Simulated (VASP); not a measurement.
# Ta in VASP: notebook

The runs below take Ta through single point, with PBEsol.

Everything below comes from runs of VASP 6.6.1. Logs are shortened: lines on timing, memory, paths and dates and some standing lists are left out, and cuts for length are marked.

### 1 The cell of the first run

The structure is tetragonal, space group I4/mmm (No. 139). The conventional cell has a = 3.203 Å, b = 3.203 Å, c = 3.303 Å, α = 90.00°, β = 90.00°, γ = 90.00°. Ta (site symmetry 4/mmm) has 14 Ta at 2.80 to 3.30 Å within 3.7 Å.

### 2 Single point, PBEsol (equal xx and yy strain of -3 %)

Contents of INCAR:

```
SYSTEM = Ta
ALGO = Normal
EDIFF = 1E-7
ENCUT = 520
GGA = PS
ISIF = 2
ISMEAR = -1
LASPH = .TRUE.
LCHARG = .FALSE.
LREAL = .FALSE.
LWAVE = .FALSE.
NBANDS = 12
NELM = 80
PREC = Accurate
SIGMA = 0.08
```

Contents of KPOINTS:

```
k-points
0
G
  17 17 17
  0 0 0
```

Contents of POSCAR:

```
Ta
1.0
   -1.6017416000      1.6017416000      1.6512800000
    1.6017416000     -1.6017416000      1.6512800000
    1.6017416000      1.6017416000     -1.6512800000
Ta
1
Direct
    0.0000000000      0.0000000000      0.0000000000
```

Potentials or basis: VASP PAW PBE potentials, release 64 (Ta_pv).

Launch:

```bash
> cat potpaw_PBE.64/Ta_pv/POTCAR > POTCAR
> mpirun -np 1 vasp_std > vasp.out
```

OUTCAR:

```text
SYSTEM = Ta
   EDIFF = 1E-7
   ENCUT = 520
   GGA = PS
   ISIF = 2
   ISMEAR = -1
   LASPH = .TRUE.
   LREAL = .FALSE.
   NELM = 80
   PREC = Accurate

 ion  position               nearest neighbor table
   1  0.000  0.000  0.000-

  LATTYP: Found a body centered tetragonal cell.
 ALAT       =     3.2034832000
 C/A-ratio  =     1.0309278351

  Lattice vectors:

 A1 = (  -1.6017416000,   1.6017416000,   1.6512800000)
 A2 = (   1.6017416000,  -1.6017416000,   1.6512800000)
 A3 = (   1.6017416000,   1.6017416000,  -1.6512800000)

Analysis of symmetry for initial positions (statically):
=====================================================================
 Subroutine PRICEL returns:
 Original cell was already a primitive cell.

 Routine SETGRP: Setting up the symmetry group for a
 body centered tetragonal supercell.

 Subroutine GETGRP returns: Found 16 space group operations
 (whereof 16 operations were pure point group operations)
 out of a pool of 16 trial point group operations.

The static configuration has the point symmetry D_4h.

Analysis of symmetry for dynamics (positions and initial velocities):
=====================================================================
 Subroutine PRICEL returns:
 Original cell was already a primitive cell.

 Routine SETGRP: Setting up the symmetry group for a
 body centered tetragonal supercell.

 Subroutine GETGRP returns: Found 16 space group operations
 (whereof 16 operations were pure point group operations)
 out of a pool of 16 trial point group operations.

The dynamic configuration has the point symmetry D_4h.

 Subroutine INISYM returns: Found 16 space group operations
 (whereof 16 operations are pure point group operations),
 and found     1 'primitive' translations

----------------------------------------------------------------------------------------

                                     Primitive cell

  volume of cell :      16.9459

  direct lattice vectors                    reciprocal lattice vectors
    -1.601741600  1.601741600  1.651280000     0.000000000  0.312160214  0.302795407
     1.601741600 -1.601741600  1.651280000     0.312160214  0.000000000  0.302795407
     1.601741600  1.601741600 -1.651280000     0.312160214  0.312160214  0.000000000

  length of vectors
     2.803190672  2.803190672  2.803190672     0.434889707  0.434889707  0.441461208

  position of ions in fractional coordinates (direct lattice)
     0.000000000  0.000000000  0.000000000

  ion indices of the primitive-cell ions
   primitive index   ion index
                 1           1

----------------------------------------------------------------------------------------

 KPOINTS: k-points

Automatic generation of k-mesh.
 Grid dimensions read from file:
 generate k-points for:   17   17   17

 Generating k-lattice:

  Cartesian coordinates                     Fractional coordinates (reciprocal lattice)
     0.000000000  0.018362366  0.017811495     0.058823529 -0.000000000  0.000000000
     0.018362366  0.000000000  0.017811495    -0.000000000  0.058823529  0.000000000
     0.018362366  0.018362366  0.000000000     0.000000000  0.000000000  0.058823529

  Length of vectors
     0.025581747  0.025581747  0.025968306

  Shift w.r.t. Gamma in fractional coordinates (k-lattice)
     0.000000000  0.000000000  0.000000000

 Subroutine IBZKPT returns following result:
 ===========================================

 Found    405 irreducible k-points:

 Following reciprocal coordinates:
            Coordinates               Weight
  0.000000  0.000000  0.000000      1.000000
  0.058824  0.000000 -0.000000      8.000000
  0.117647  0.000000  0.000000      8.000000
  0.176471  0.000000 -0.000000      8.000000
  0.235294  0.000000  0.000000      8.000000
  0.294118  0.000000  0.000000      8.000000
[... 16 lines left out ...]
 -0.176471  0.058824  0.000000     16.000000
 -0.117647  0.058824  0.000000     16.000000
 [... further k-points ...]
   k-points           NKPTS =    405   k-points in BZ     NKDIM =    405   number of bands    NBANDS=     12
   number of dos      NEDOS =    301   number of ions     NIONS =      1
   total plane-waves  NPLWV =  13824
   dimension x,y,z NGX =    24 NGY =   24 NGZ =   24
   dimension x,y,z NGXF=    48 NGYF=   48 NGZF=   48
   ions per type =               1
   NGX,Y,Z   is equivalent  to a cutoff of  14.23, 14.23, 14.23 a.u.
   NGXF,Y,Z  is equivalent  to a cutoff of  28.47, 28.47, 28.47 a.u.
 SYSTEM =  Ta
   PREC   = accura    normal or accurate (medium, high low for compatibility)
   ISTART =      0    job   : 0-new  1-cont  2-samecut
   ICHARG =      2    charge: 1-file 2-atom 10-const
   ISPIN  =      1    spin polarized calculation?
   LNONCOLLINEAR =      F non collinear calculations
   LSORBIT =      F    spin-orbit coupling
   LASPH  =      T    aspherical Exc in radial PAW
   ENCUT  =  520.0 eV  38.22 Ry    6.18 a.u.   5.21  5.21  5.21*2*pi/ulx,y,z
   NELM   =     80;   NELMIN=  2; NELMDL= -5     # of ELM steps
   EDIFF  = 0.1E-06   stopping-criterion for ELM
   LREAL  =      F    real-space projection
   EDIFFG = 0.1E-05   stopping-criterion for IOM
   NSW    =      0    number of steps for IOM
   IBRION =     -1    ionic relax: 0-MD 1-quasi-New 2-CG
   NFREE  =      0    steps in history (QN), initial steepest desc. (CG)
   ISIF   =      2    stress and relaxation
   ISYM   =      2    0-nonsym 1-usesym 2-fastsym
   POTIM  = 0.5000    time-step for ionic-motion
   TEBEG  =    0.0;   TEEND  =   0.0 temperature during run
   PSTRESS=    0.0 pullay stress
   NELECT =      11.0000    total number of electrons
   NUPDOWN=      -1.0000    fix difference up-down
   EMIN   =  10.00;   EMAX   =-10.00  energy-range for DOS
   EFERMI =   0.00;   METHOD = LEGACY
   ISMEAR =    -1;   SIGMA  =   0.08  broadening in eV -4-tet -1-fermi 0-gaus
   EFERMI_NEDOS =   21; number of points for ismear=-14 and -15
   IALGO  =     38    algorithm
   IMIX   =      4    mixing-type and parameters
     AMIX     =   0.40;   BMIX     =  1.00
     AMIX_MAG =   1.60;   BMIX_MAG =  1.00
  volume/ion in A,a.u.               =      16.95       114.36
  Fermi-wavevector in a.u.,A,eV,Ry     =   1.417481  2.678650 27.337531  2.009252
  Thomas-Fermi vector in A             =   2.538706
   LORBIT       =      0    0 simple, 1 ext, 2 COOP (PROOUT), +10 PAW based schemes
   GGA     = PS    functional components
   LHFCALC =     F    Hartree Fock is set to
   AEXX    =    0.0000 exact exchange contribution
   IVDW    =     0    specifies the selected vdW correction
   LEPSILON=     F    determine dielectric tensor
   LRPA    =     F    only Hartree local field effects (RPA)
 non-spin polarized calculation
  energy-cutoff  :      520.00
  volume of cell :       16.95
 maximum number of plane-waves:       470
 NGX is ok and might be reduce to    24
   NGX = 11   NGY = 11   NGZ = 11

 number of electron      11.0000000 magnetization

 Free energy of the ion-electron system (eV)
  ---------------------------------------------------
  ext. energy  EPLUGINS =         0.00000000
  ---------------------------------------------------
  free energy    TOTEN  =       -12.53890253 eV

  energy without entropy =      -12.51274098  energy(sigma->0) =      -12.52582176

 E-fermi :   5.8167     XC(G=0): -13.0439

 val. band max:        5.8148781297   @ k =  -0.1765  -0.1765   0.1176
 cond. band min:       5.8183646727   @ k =  -0.1176   0.4118   0.0588
 fundamental gap:      0.0034865430
 Fermi energy:         5.8167188068

 k-point     1 :       0.0000    0.0000    0.0000
  band No.  band energies     occupation
      1     -26.9604      2.00000
      2     -26.9545      2.00000
      3     -26.9545      2.00000
      4      -2.3369      2.00000
      5       6.4123      0.00117
      6       6.4123      0.00117
      7       6.8185      0.00001
      8       9.7368      0.00000
      9      10.3030      0.00000
     10      20.6951      0.00000
     11      20.7874      0.00000
     12      21.3534      0.00000

 k-point     2 :       0.0588    0.0000   -0.0000
  band No.  band energies     occupation
      1     -27.0114      2.00000
      2     -26.9702      2.00000
      3     -26.9575      2.00000
      4      -2.1705      2.00000
      5       6.3865      0.00161
      6       6.4071      0.00125
      7       6.8797      0.00000
      8       9.5999      0.00000
      9      10.2515      0.00000
     10      20.6949      0.00000
     11      21.0696      0.00000
     12      21.6396      0.00000

 k-point     3 :       0.1176    0.0000    0.0000
  band No.  band energies     occupation
      1     -27.1632      2.00000
      2     -27.0150      2.00000
      3     -26.9579      2.00000
      4      -1.6931      2.00000
      5       6.1907      0.01849
      6       6.2687      0.00701
      7       7.2879      0.00000
      8       9.2935      0.00000
      9      10.1887      0.00000
     10      20.6943      0.00000
     11      21.5700      0.00000
     12      22.4664      0.00000
[... 286 lines left out ...]
 k-point    23 :      -0.1765    0.0588    0.0000
  band No.  band energies     occupation
      1     -27.3022      2.00000
      2     -27.0415      2.00000
      3     -26.9785      2.00000
      4      -1.2307      2.00000
      5       5.9300      0.39072
      6       6.1025      0.05463
      7       7.7338      0.00000
      8       9.1817      0.00000
      9      10.1609      0.00000
     10      20.6937      0.00000
     11      21.9424      0.00000
     12      23.1944      0.00000

 k-point    24 :      -0.1176    0.0588    0.0000
  band No.  band energies     occupation
      1     -27.1150      2.00000
      2     -26.9908      2.00000
      3     -26.9708      2.00000
      4      -1.8377      2.00000
      5       6.1599      0.02704
      6       6.4563      0.00067
      7       7.0615      0.00000
      8       9.5366      0.00000
      9      10.0645      0.00000
     10      20.6946      0.00000
     11      21.4771      0.00000
     12      22.0984      0.00000

 [... further k-points ...]
[... 5 lines left out ...]
  --------------------------------------------------------------------------------------
  -------------------------------------------------------------------------------------
  Total        1.1937629      1.1937629      0.7653602      0.0000000      0.0000000      0.0000000
  in kB      112.8659744    112.8659744     72.3620485      0.0000000      0.0000000      0.0000000
  external PRESSURE =      99.3646658 kB  Pullay stress =       0.0000000 kB

 VOLUME and BASIS-vectors are now :
 -----------------------------------------------------------------------------
  energy-cutoff  :      520.00
  volume of cell :       16.95
      direct lattice vectors                 reciprocal lattice vectors
    -1.601741600  1.601741600  1.651280000     0.000000000  0.312160214  0.302795407
     1.601741600 -1.601741600  1.651280000     0.312160214  0.000000000  0.302795407
     1.601741600  1.601741600 -1.651280000     0.312160214  0.312160214  0.000000000

 POSITION                                       TOTAL-FORCE (eV/Angst)
 -----------------------------------------------------------------------------------
      0.00000      0.00000      0.00000        -0.000000      0.000000     -0.000000
 -----------------------------------------------------------------------------------
    total drift:                                0.000000      0.000000     -0.000000

  FREE ENERGIE OF THE ION-ELECTRON SYSTEM (eV)
  ---------------------------------------------------
  free  energy   TOTEN  =       -12.5389025271 eV

  energy  without entropy=      -12.5127409840  energy(sigma->0) =      -12.52582176
```

It took 1.7 min on 1 thread of AMD EPYC 7R13, shared host; peak memory 0.17 GiB.

What came out:

* Free energy: -12.5389 eV
* Pressure: 9.9 GPa

Stress tensor (GPa, compression positive):
```
11.29  0.00  0.00
 0.00 11.29  0.00
 0.00  0.00  7.24
```

Levels at points of the mesh, in eV from the Fermi level:
| k point | band 3 | band 4 | band 5 | band 6 | band 7 | band 8 |
| --- | --- | --- | --- | --- | --- | --- |
| (0.00, 0.00, 0.00) | -32.77 | -8.15 | 0.60 | 0.60 | 1.00 | 3.92 |

Caveat: the cell differs from its parent crystal (equal xx and yy strain of -3 %); the PAW data sets were made with another functional, which shifts forces and pressure a little; spin-orbit coupling is left out, which moves the levels of the heavy elements.

### 3 Single point, PBEsol (zz strain of -3 %)

Contents of INCAR:

```
ALGO = Normal ; EDIFF = 1E-6
ENCUT = 520 ; GGA = PS
ISIF = 2 ; ISMEAR = -1
LASPH = True ; LCHARG = False
LREAL = False ; LWAVE = False
NBANDS = 12 ; NELM = 60
PREC = Accurate ; SIGMA = 0.08
```

Contents of KPOINTS:

```
k-points
0
Gamma
  17 17 17
```

Contents of POSCAR:

```
Ta
1.0
   -1.6512800000      1.6512800000      1.6017416000
    1.6512800000     -1.6512800000      1.6017416000
    1.6512800000      1.6512800000     -1.6017416000
Ta
1
Direct
    0.0000000000      0.0000000000      0.0000000000
```

Potentials or basis: VASP PAW PBE potentials, release 64 (Ta_pv).

Launch:

```bash
> cat potpaw_PBE.64/Ta_pv/POTCAR > POTCAR
> mpirun -np 1 vasp_std > vasp.out
```

OUTCAR:

```text
EDIFF = 1E-6
   ENCUT = 520
   GGA = PS
   ISIF = 2
   ISMEAR = -1
   LASPH = True
   LREAL = False
   NELM = 60
   PREC = Accurate

 ion  position               nearest neighbor table
   1  0.000  0.000  0.000-

  LATTYP: Found a body centered tetragonal cell.
 ALAT       =     3.3025600000
 C/A-ratio  =     0.9700000000

  Lattice vectors:

 A1 = (  -1.6512800000,   1.6512800000,   1.6017416000)
 A2 = (   1.6512800000,  -1.6512800000,   1.6017416000)
 A3 = (   1.6512800000,   1.6512800000,  -1.6017416000)

Analysis of symmetry for initial positions (statically):
[... 530 lines left out ...]
      6       6.2170      0.00059
      7       6.8519      0.00000
      8       9.0111      0.00000
      9       9.8689      0.00000
     10      20.3365      0.00000
     11      21.0569      0.00000
     12      21.6103      0.00000

 [... further k-points ...]
[... 5 lines left out ...]
  --------------------------------------------------------------------------------------
  -------------------------------------------------------------------------------------
  Total        0.1780208      0.1780208      0.5653467      0.0000000      0.0000000      0.0000000
  in kB       16.3262850     16.3262850     51.8479456      0.0000000      0.0000000      0.0000000
  external PRESSURE =      28.1668385 kB  Pullay stress =       0.0000000 kB

 VOLUME and BASIS-vectors are now :
 -----------------------------------------------------------------------------
  energy-cutoff  :      520.00
  volume of cell :       17.47
      direct lattice vectors                 reciprocal lattice vectors
    -1.651280000  1.651280000  1.601741600     0.000000000  0.302795407  0.312160214
     1.651280000 -1.651280000  1.601741600     0.302795407  0.000000000  0.312160214
     1.651280000  1.651280000 -1.601741600     0.302795407  0.302795407  0.000000000

 POSITION                                       TOTAL-FORCE (eV/Angst)
 -----------------------------------------------------------------------------------
      0.00000      0.00000      0.00000         0.000000     -0.000000      0.000000
 -----------------------------------------------------------------------------------
    total drift:                                0.000000      0.000000      0.000000

  FREE ENERGIE OF THE ION-ELECTRON SYSTEM (eV)
  ---------------------------------------------------
  free  energy   TOTEN  =       -12.5597322456 eV

  energy  without entropy=      -12.5329563812  energy(sigma->0) =      -12.54634431
```

stdout:

```text
POSCAR found type information on POSCAR Ta
 POSCAR found :  1 types and       1 ions
 scaLAPACK will be used
 -----------------------------------------------------------------------------
|                                                                             |
|                                                                             |
|     You enforced a specific xc type in the INCAR file but a different       |
|     I HOPE YOU KNOW WHAT YOU ARE DOING!                                     |
|                                                                             |
 -----------------------------------------------------------------------------

 LDA part: xc-table for (Slater+PW92), standard interpolation
 POSCAR, INCAR and KPOINTS ok, starting setup
 FFT: planning ... GRIDC
 FFT: planning ... GRID_SOFT
 FFT: planning ... GRID
 WAVECAR not read
 entering main loop
```

It took 98 s on 1 thread of AMD EPYC 7R13, shared host; peak memory 0.18 GiB.

Results:

| Item | Value |
| --- | --- |
| Free energy | -12.5597 eV |
| Pressure | 2.8 GPa |

Levels at points of the mesh, in eV from the Fermi level:
```csv
k point,band 2,band 3,band 4,band 5,band 6,band 7,band 8,band 9
"(0.00, 0.00, 0.00)",-32.90,-32.89,-8.04,0.46,0.87,0.87,3.81,4.38
```

Caveat: the cell differs from its parent crystal (zz strain of -3 %); the PAW data sets were made with another functional, which shifts forces and pressure a little; spin-orbit coupling is left out, which moves the levels of the heavy elements.

(Continued in part 2 of 2.)
